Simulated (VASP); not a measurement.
# TiC (Fm-3m) in VASP: a series of runs

Aim: see how the results for TiC move with the level of theory and the settings. Levels: LDA+U, PBEsol+D4, RPBE, PBEsol. Tasks: single point, relaxation of cell and atoms.

Program: VASP 6.6.1. These are calculated values, not measurements. Logs are shortened: lines on timing, memory, paths and dates and some standing lists are left out, and cuts for length are marked.

## (1) The cell of the first run

The structure is cubic, space group Fm-3m (No. 225). The conventional cell has a = 4.322 Å, b = 4.322 Å, c = 4.322 Å, α = 90.00°, β = 90.00°, γ = 90.00°. Ti (site symmetry m-3m) has 6 C at 2.16 Å within 2.9 Å. C (site symmetry m-3m) has 6 Ti at 2.16 Å within 2.9 Å.

## (2) Single point, LDA+U

Contents of INCAR:

```
PREC = Accurate ; ENCUT = 520
EDIFF = 1E-6 ; ISMEAR = -1
SIGMA = 0.05 ; LREAL = False
LASPH = True ; NELM = 150
ALGO = Normal ; ISIF = 2
LWAVE = False ; LCHARG = False
LMAXMIX = 4 ; LDAU = True
LDAUTYPE = 2 ; LDAUL = 2 -1
LDAUU = 6 0 ; LDAUJ = 0 0
LDAUPRINT = 1 ; GGA = CA
NBANDS = 15
```

Contents of KPOINTS:

```
regular mesh
0
Gamma
  11 11 11
```

Contents of POSCAR:

```
TiC
1.0
    0.0000000000      2.1608757029      2.1608757029
    2.1608757029      0.0000000000      2.1608757029
    2.1608757029      2.1608757029      0.0000000000
Ti C
1 1
Direct
    0.0000000000      0.0000000000      0.0000000000
    0.5000000000      0.5000000000      0.5000000000
```

Potentials or basis: VASP PAW LDA potentials, release 64 (Ti_sv, C).

The run is started by

```bash
$ cat potpaw_LDA.64/Ti_sv/POTCAR potpaw_LDA.64/C/POTCAR > POTCAR
$ mpirun -np 1 vasp_std > vasp.out
```

OUTCAR:

```text
PREC = Accurate
   ENCUT = 520
   EDIFF = 1E-6
   ISMEAR = -1
   LREAL = False
   LASPH = True
   NELM = 150
   ISIF = 2
   GGA = CA

 ion  position               nearest neighbor table
   1  0.000  0.000  0.000-   2 2.16   2 2.16   2 2.16   2 2.16   2 2.16   2 2.16
   2  0.500  0.500  0.500-   1 2.16   1 2.16   1 2.16   1 2.16   1 2.16   1 2.16

  LATTYP: Found a face centered cubic cell.
 ALAT       =     4.3217514058

  Lattice vectors:

 A1 = (   0.0000000000,   2.1608757029,   2.1608757029)
 A2 = (   2.1608757029,   0.0000000000,   2.1608757029)
 A3 = (   2.1608757029,   2.1608757029,   0.0000000000)

Analysis of symmetry for initial positions (statically):
=====================================================================
 Subroutine PRICEL returns:
 Original cell was already a primitive cell.

 Routine SETGRP: Setting up the symmetry group for a
 face centered cubic supercell.

 Subroutine GETGRP returns: Found 48 space group operations
[... 9 lines left out ...]

 Routine SETGRP: Setting up the symmetry group for a
 face centered cubic supercell.

 Subroutine GETGRP returns: Found 48 space group operations
[... 11 lines left out ...]
                                     Primitive cell

  volume of cell :      20.1799

  direct lattice vectors                    reciprocal lattice vectors
     0.000000000  2.160875703  2.160875703    -0.231387673  0.231387673  0.231387673
     2.160875703  0.000000000  2.160875703     0.231387673 -0.231387673  0.231387673
     2.160875703  2.160875703  0.000000000     0.231387673  0.231387673 -0.231387673

  length of vectors
     3.055939726  3.055939726  3.055939726     0.400775205  0.400775205  0.400775205

  position of ions in fractional coordinates (direct lattice)
[... 8 lines left out ...]
----------------------------------------------------------------------------------------

 KPOINTS: regular mesh

Automatic generation of k-mesh.
 Grid dimensions read from file:
 generate k-points for:   11   11   11

 Generating k-lattice:

  Cartesian coordinates                     Fractional coordinates (reciprocal lattice)
    -0.021035243  0.021035243  0.021035243     0.090909091  0.000000000  0.000000000
     0.021035243 -0.021035243  0.021035243     0.000000000  0.090909091  0.000000000
     0.021035243  0.021035243 -0.021035243     0.000000000  0.000000000  0.090909091

  Length of vectors
     0.036434110  0.036434110  0.036434110

  Shift w.r.t. Gamma in fractional coordinates (k-lattice)
     0.000000000  0.000000000  0.000000000

 Subroutine IBZKPT returns following result:
 ===========================================

 Found     56 irreducible k-points:

 Following reciprocal coordinates:
            Coordinates               Weight
  0.000000  0.000000  0.000000      1.000000
  0.090909  0.000000  0.000000      8.000000
  0.181818  0.000000  0.000000      8.000000
  0.272727  0.000000  0.000000      8.000000
  0.363636  0.000000  0.000000      8.000000
  0.454545  0.000000  0.000000      8.000000
[... 16 lines left out ...]
 -0.272727  0.181818  0.000000     24.000000
 -0.181818  0.181818  0.000000     12.000000
 [... further k-points ...]
   k-points           NKPTS =     56   k-points in BZ     NKDIM =     56   number of bands    NBANDS=     15
   number of dos      NEDOS =    301   number of ions     NIONS =      2
   total plane-waves  NPLWV =  13824
   dimension x,y,z NGX =    24 NGY =   24 NGZ =   24
   dimension x,y,z NGXF=    48 NGYF=   48 NGZF=   48
   ions per type =               1   1
   NGX,Y,Z   is equivalent  to a cutoff of  13.06, 13.06, 13.06 a.u.
   NGXF,Y,Z  is equivalent  to a cutoff of  26.11, 26.11, 26.11 a.u.
 SYSTEM =  unknown system
   PREC   = accura    normal or accurate (medium, high low for compatibility)
   ISTART =      0    job   : 0-new  1-cont  2-samecut
   ICHARG =      2    charge: 1-file 2-atom 10-const
   ISPIN  =      1    spin polarized calculation?
   LNONCOLLINEAR =      F non collinear calculations
   LSORBIT =      F    spin-orbit coupling
   LASPH  =      T    aspherical Exc in radial PAW
   ENCUT  =  520.0 eV  38.22 Ry    6.18 a.u.   5.68  5.68  5.68*2*pi/ulx,y,z
   NELM   =    150;   NELMIN=  2; NELMDL= -5     # of ELM steps
   EDIFF  = 0.1E-05   stopping-criterion for ELM
   LREAL  =      F    real-space projection
   EDIFFG = 0.1E-04   stopping-criterion for IOM
   NSW    =      0    number of steps for IOM
   IBRION =     -1    ionic relax: 0-MD 1-quasi-New 2-CG
   NFREE  =      0    steps in history (QN), initial steepest desc. (CG)
   ISIF   =      2    stress and relaxation
   ISYM   =      2    0-nonsym 1-usesym 2-fastsym
   POTIM  = 0.5000    time-step for ionic-motion
   TEBEG  =    0.0;   TEEND  =   0.0 temperature during run
   PSTRESS=    0.0 pullay stress
   NELECT =      16.0000    total number of electrons
   NUPDOWN=      -1.0000    fix difference up-down
   EMIN   =  10.00;   EMAX   =-10.00  energy-range for DOS
   EFERMI =   0.00;   METHOD = LEGACY
   ISMEAR =    -1;   SIGMA  =   0.05  broadening in eV -4-tet -1-fermi 0-gaus
   EFERMI_NEDOS =   21; number of points for ismear=-14 and -15
   IALGO  =     38    algorithm
   IMIX   =      4    mixing-type and parameters
     AMIX     =   0.40;   BMIX     =  1.00
     AMIX_MAG =   1.60;   BMIX_MAG =  1.00
  volume/ion in A,a.u.               =      10.09        68.09
  Fermi-wavevector in a.u.,A,eV,Ry     =   1.515218  2.863346 31.237408  2.295885
  Thomas-Fermi vector in A             =   2.624771
   LORBIT       =      0    0 simple, 1 ext, 2 COOP (PROOUT), +10 PAW based schemes
 LDA+U is selected, type is set to LDAUTYPE =  2
   angular momentum for each species LDAUL =     2   -1
   U (eV)           for each species LDAUU =   6.0  0.0
   J (eV)           for each species LDAUJ =   0.0  0.0
   GGA     = CA    functional components
   LHFCALC =     F    Hartree Fock is set to
   AEXX    =    0.0000 exact exchange contribution
   IVDW    =     0    specifies the selected vdW correction
   LEPSILON=     F    determine dielectric tensor
   LRPA    =     F    only Hartree local field effects (RPA)
 non-spin polarized calculation
  energy-cutoff  :      520.00
  volume of cell :       20.18
 maximum number of plane-waves:       556
   NGX = 11   NGY = 11   NGZ = 11

atom =   1  type =  1  l = 2

 onsite density matrix

spin component  1

  0.1097  0.0000 -0.0000  0.0000 -0.0000
  0.0000  0.1097 -0.0000  0.0000 -0.0000
 -0.0000 -0.0000  0.2852 -0.0000  0.0000
  0.0000  0.0000 -0.0000  0.1097 -0.0000
 -0.0000 -0.0000  0.0000 -0.0000  0.2852

spin component  2

  0.1097  0.0000 -0.0000  0.0000 -0.0000
  0.0000  0.1097 -0.0000  0.0000 -0.0000
 -0.0000 -0.0000  0.2852 -0.0000  0.0000
  0.0000  0.0000 -0.0000  0.1097 -0.0000
 -0.0000 -0.0000  0.0000 -0.0000  0.2852

 occupancies and eigenvectors

  o =  0.1097  v =  1.0000  0.0000  0.0000  0.0000  0.0000  0.0000  0.0000  0.0000  0.0000  0.0000      0.0000  0.0000  0.0000  0.0000  0.0000  0.0000  0.0000  0.0000  0.0000  0.0000
  o =  0.1097  v =  0.0000  0.0000  0.0000  0.0000  0.0000  1.0000  0.0000  0.0000  0.0000  0.0000      0.0000  0.0000  0.0000  0.0000  0.0000  0.0000  0.0000  0.0000  0.0000  0.0000
  o =  0.1097  v =  0.0000  0.0373  0.0000 -0.9993 -0.0000  0.0000  0.0000  0.0000  0.0000  0.0000      0.0000  0.0000  0.0000  0.0000  0.0000  0.0000  0.0000  0.0000  0.0000  0.0000
  o =  0.1097  v =  0.0000  0.0000  0.0000  0.0000  0.0000  0.0000  0.0373  0.0000 -0.9993 -0.0000      0.0000  0.0000  0.0000  0.0000  0.0000  0.0000  0.0000  0.0000  0.0000  0.0000
  o =  0.1097  v =  0.0000  0.9993 -0.0000  0.0373  0.0000  0.0000  0.0000  0.0000  0.0000  0.0000      0.0000  0.0000  0.0000  0.0000  0.0000  0.0000  0.0000  0.0000  0.0000  0.0000
  o =  0.1097  v =  0.0000  0.0000  0.0000  0.0000  0.0000  0.0000  0.9993 -0.0000  0.0373  0.0000      0.0000  0.0000  0.0000  0.0000  0.0000  0.0000  0.0000  0.0000  0.0000  0.0000
  o =  0.2852  v =  0.0000  0.0000  0.0000  0.0000  0.0000  0.0000  0.0000  0.0430  0.0000 -0.9991      0.0000  0.0000  0.0000  0.0000  0.0000  0.0000  0.0000  0.0000  0.0000  0.0000
  o =  0.2852  v =  0.0000  0.0000  0.0430  0.0000 -0.9991  0.0000  0.0000  0.0000  0.0000  0.0000      0.0000  0.0000  0.0000  0.0000  0.0000  0.0000  0.0000  0.0000  0.0000  0.0000
  o =  0.2852  v =  0.0000  0.0000  0.0000  0.0000  0.0000  0.0000  0.0000 -0.9991 -0.0000 -0.0430      0.0000  0.0000  0.0000  0.0000  0.0000  0.0000  0.0000  0.0000  0.0000  0.0000
  o =  0.2852  v =  0.0000  0.0000 -0.9991 -0.0000 -0.0430  0.0000  0.0000  0.0000  0.0000  0.0000      0.0000  0.0000  0.0000  0.0000  0.0000  0.0000  0.0000  0.0000  0.0000  0.0000

 number of electron      16.0000001 magnetization

 Free energy of the ion-electron system (eV)
  ---------------------------------------------------
  ext. energy  EPLUGINS =         0.00000000
  ---------------------------------------------------
  free energy    TOTEN  =       -16.05848309 eV

  energy without entropy =      -16.05593452  energy(sigma->0) =      -16.05720881

 E-fermi :  10.1331     XC(G=0): -13.0255

 val. band max:       10.1225644389   @ k =   0.0909   0.0000   0.0000
 cond. band min:      10.1975148797   @ k =  -0.4545   0.4545   0.0000
 fundamental gap:      0.0749504408
 Fermi energy:        10.1331074536

 k-point     1 :       0.0000    0.0000    0.0000
  band No.  band energies     occupation
      1     -47.4264      2.00000
      2     -23.7859      2.00000
      3     -23.7859      2.00000
      4     -23.7859      2.00000
      5      -2.6847      2.00000
      6      11.2992      0.00000
      7      11.2992      0.00000
      8      11.2992      0.00000
      9      11.4757      0.00000
     10      11.4757      0.00000
     11      11.4757      0.00000
     12      11.5896      0.00000
     13      11.5896      0.00000
     14      20.2744      0.00000
     15      23.3803      0.00000
[... 397 lines left out ...]
 k-point    24 :      -0.1818    0.1818    0.0000
  band No.  band energies     occupation
      1     -47.3763      2.00000
      2     -24.0542      2.00000
      3     -23.8925      2.00000
      4     -23.8066      2.00000
      5      -0.9035      2.00000
      6       6.6429      2.00000
      7       7.7103      2.00000
      8       8.1242      2.00000
      9      12.1987      0.00000
     10      12.9551      0.00000
     11      13.8189      0.00000
     12      14.5275      0.00000
     13      17.1195      0.00000
     14      21.4089      0.00000
     15      23.3252      0.00000

 [... further k-points ...]
[... 5 lines left out ...]
  --------------------------------------------------------------------------------------
  -------------------------------------------------------------------------------------
  Total        0.9258778      0.9258778      0.9258778     -0.0000000      0.0000000     -0.0000000
  in kB       73.5097441     73.5097441     73.5097441     -0.0000000      0.0000000     -0.0000000
  external PRESSURE =      73.5097441 kB  Pullay stress =       0.0000000 kB

 VOLUME and BASIS-vectors are now :
 -----------------------------------------------------------------------------
  energy-cutoff  :      520.00
  volume of cell :       20.18
      direct lattice vectors                 reciprocal lattice vectors
     0.000000000  2.160875703  2.160875703    -0.231387673  0.231387673  0.231387673
     2.160875703  0.000000000  2.160875703     0.231387673 -0.231387673  0.231387673
     2.160875703  2.160875703  0.000000000     0.231387673  0.231387673 -0.231387673

 POSITION                                       TOTAL-FORCE (eV/Angst)
 -----------------------------------------------------------------------------------
      0.00000      0.00000      0.00000        -0.000000      0.000000     -0.000000
      2.16088      2.16088      2.16088         0.000000     -0.000000      0.000000
 -----------------------------------------------------------------------------------
    total drift:                                0.000000     -0.000000     -0.000000

  FREE ENERGIE OF THE ION-ELECTRON SYSTEM (eV)
  ---------------------------------------------------
  free  energy   TOTEN  =       -16.0584830927 eV

  energy  without entropy=      -16.0559345222  energy(sigma->0) =      -16.05720881
```

Wall time 12 s (1 thread of Intel Xeon Platinum 8175M at 2.50GHz (Skylake/Cascade Lake), shared host); peak memory 0.14 GiB.

What came out:

- Free energy: -16.0585 eV
- Pressure: 7.4 GPa
- Band gap on the k mesh: zero (band 8 reaches 11.30 eV, above the bottom of band 9 at 9.55 eV)

Levels at points of the mesh, in eV from the Fermi level:
| k point | band 4 | band 5 | band 6 | band 7 | band 8 | band 9 | band 10 | band 11 | band 12 | band 13 |
| --- | --- | --- | --- | --- | --- | --- | --- | --- | --- | --- |
| (0.00, 0.00, 0.00) | -33.92 | -12.82 | 1.17 | 1.17 | 1.17 | 1.34 | 1.34 | 1.34 | 1.46 | 1.46 |

Eigenvalues of the final occupation matrices:
```tsv
site	spin	trace	eigenvalues
site 1 d	1	0.90	0.11 0.11 0.11 0.29 0.29
site 1 d	2	0.90	0.11 0.11 0.11 0.29 0.29
```

Caveat: U without spin polarisation on a metal has little footing; the U is typed as a test and isn't derived for this compound.

## (3) Relaxation of cell and atoms, PBEsol+D4

This run uses another cell than the first one, of 10.16 Å³/atom, 1.007 times its volume.

Contents of INCAR:

```
SYSTEM = TiC
PREC = Accurate
ENCUT = 600
EDIFF = 1E-6
ISMEAR = -1
SIGMA = 0.05
LREAL = .FALSE.
LASPH = .TRUE.
NELM = 100
ALGO = Normal
ISIF = 3
LWAVE = .FALSE.
LCHARG = .FALSE.
GGA = PS
IVDW = 13
IBRION = 2
NSW = 60
EDIFFG = -0.01
```

Contents of KPOINTS:

```
Automatic mesh
0
G
  11 11 11
  0 0 0
```

Contents of POSCAR:

```
TiC
1.0
    0.0000000000      2.1657188437      2.1657188437
    2.1657188437      0.0000000000      2.1657188437
    2.1657188437      2.1657188437      0.0000000000
Ti C
1 1
Direct
    0.0000000000      0.0000000000      0.0000000000
    0.5000000000      0.5000000000      0.5000000000
```

Potentials or basis: VASP PAW PBE potentials, release 64 (Ti_sv, C).

The run is started by

```bash
$ cat potpaw_PBE.64/Ti_sv/POTCAR potpaw_PBE.64/C/POTCAR > POTCAR
$ mpirun -np 1 vasp_std > vasp.out
```

OUTCAR:

```text
SYSTEM = TiC
   PREC = Accurate
   ENCUT = 600
   EDIFF = 1E-6
   ISMEAR = -1
   LREAL = .FALSE.
   LASPH = .TRUE.
   NELM = 100
   ISIF = 3
   GGA = PS
   IVDW = 13
   IBRION = 2
   NSW = 60
   EDIFFG = -0.01

 ion  position               nearest neighbor table
   1  0.000  0.000  0.000-   2 2.17   2 2.17   2 2.17   2 2.17   2 2.17   2 2.17
   2  0.500  0.500  0.500-   1 2.17   1 2.17   1 2.17   1 2.17   1 2.17   1 2.17

  LATTYP: Found a face centered cubic cell.
 ALAT       =     4.3314376874

  Lattice vectors:

 A1 = (   0.0000000000,   2.1657188437,   2.1657188437)
 A2 = (   2.1657188437,   0.0000000000,   2.1657188437)
 A3 = (   2.1657188437,   2.1657188437,   0.0000000000)

Analysis of symmetry for initial positions (statically):
=====================================================================
 Subroutine PRICEL returns:
 Original cell was already a primitive cell.
[... 226 lines left out ...]
      6      11.0242      0.00001
      7      11.0242      0.00001
      8      11.0242      0.00001
      9      12.1565      0.00000
     10      12.1565      0.00000
     11      12.1565      0.00000
     12      12.2475      0.00000
[... 384 lines left out ...]
--------------------------------------- Ionic step        3  -------------------------------------------

 number of electron      16.0000004 magnetization

 Free energy of the ion-electron system (eV)
  ---------------------------------------------------
  ext. energy  EPLUGINS =         0.00000000
  ---------------------------------------------------
  free energy    TOTEN  =       -19.80250462 eV

  energy without entropy =      -19.80000876  energy(sigma->0) =      -19.80125669

 E-fermi :   9.7925     XC(G=0): -13.0486

 val. band max:        9.6989170172   @ k =   0.4545   0.4545   0.0000
 cond. band min:       9.8745929839   @ k =   0.3636   0.2727   0.0000
 fundamental gap:      0.1756759667
 Fermi energy:         9.7925087369

 k-point     1 :       0.0000    0.0000    0.0000
  band No.  band energies     occupation
      1     -46.4967      2.00000
      2     -22.6031      2.00000
      3     -22.6031      2.00000
      4     -22.6031      2.00000
      5      -2.8040      2.00000
      6      10.4047      0.00001
      7      10.4047      0.00001
      8      10.4047      0.00001
      9      11.4821      0.00000
     10      11.4821      0.00000
     11      11.4821      0.00000
     12      11.5325      0.00000
[... 378 lines left out ...]
  FREE ENERGIE OF THE ION-ELECTRON SYSTEM (eV)
  ---------------------------------------------------
  free  energy   TOTEN  =       -20.1308413080 eV

  energy  without entropy=      -20.1283454433  energy(sigma->0) =      -20.12959338

 reached required accuracy - stopping structural energy minimisation
```

CONTCAR:

```text
TiC
   1.00000000000000
    -0.0000000000000000    2.1397814614933797    2.1397814614933797
     2.1397814614933797    0.0000000000000000    2.1397814614933797
     2.1397814614933797    2.1397814614933797   -0.0000000000000000
  Ti              C
     1     1
Direct
     0.0000000000000000    0.0000000000000000    0.0000000000000000
     0.5000000000000000    0.5000000000000000    0.5000000000000000

  0.00000000E+00  0.00000000E+00  0.00000000E+00
  0.00000000E+00  0.00000000E+00  0.00000000E+00
```

Run time: 38 s. Hardware: 1 thread of Intel Xeon Platinum 8175M at 2.50GHz (Skylake/Cascade Lake), shared host; peak memory 0.15 GiB.

What came out:

| Quantity | Value |
| --- | --- |
| Free energy | -20.1308 eV |
| Relaxed volume | 9.80 Å³/atom |
| Relaxed cell | a = 3.026 Å, b = 3.026 Å, c = 3.026 Å, α = 60.00°, β = 60.00°, γ = 60.00° |
| Space group after relaxing (to 0.05 Å) | Fm-3m (No. 225) |
| Energy gained by relaxing | 10.8 meV/atom |
| Ionic steps | 3 |
| Pressure after relaxing | 0.0 GPa |
| Band gap on the k mesh | zero (band 8 reaches 10.40 eV, above the bottom of band 9 at 9.31 eV) |
| Dispersion energy per atom | -0.164 eV |

Step by step:
| step | energy change (eV) | largest force (eV/Å) | pressure (GPa) | volume (Å³) |
| --- | --- | --- | --- | --- |
| 1 | 0.0000 | 0.0000 | -9.21 | 20.32 |
| 2 | 0.0195 | 0.0000 | 14.61 | 18.65 |
| 3 | -0.0217 | 0.0000 | -0.03 | 19.59 |

Final structure:
```
Ti C
1.0
     0.00000    2.13978    2.13978
     2.13978    0.00000    2.13978
     2.13978    2.13978    0.00000
Ti C
1 1
Direct
  0.00000 0.00000 0.00000
  0.50000 0.50000 0.50000
```

Caveat: the PAW data sets were made with another functional, which shifts forces and pressure a little; pairwise dispersion overbinds metals, which lowers pressure and volume.

[end of part 1 of 2]
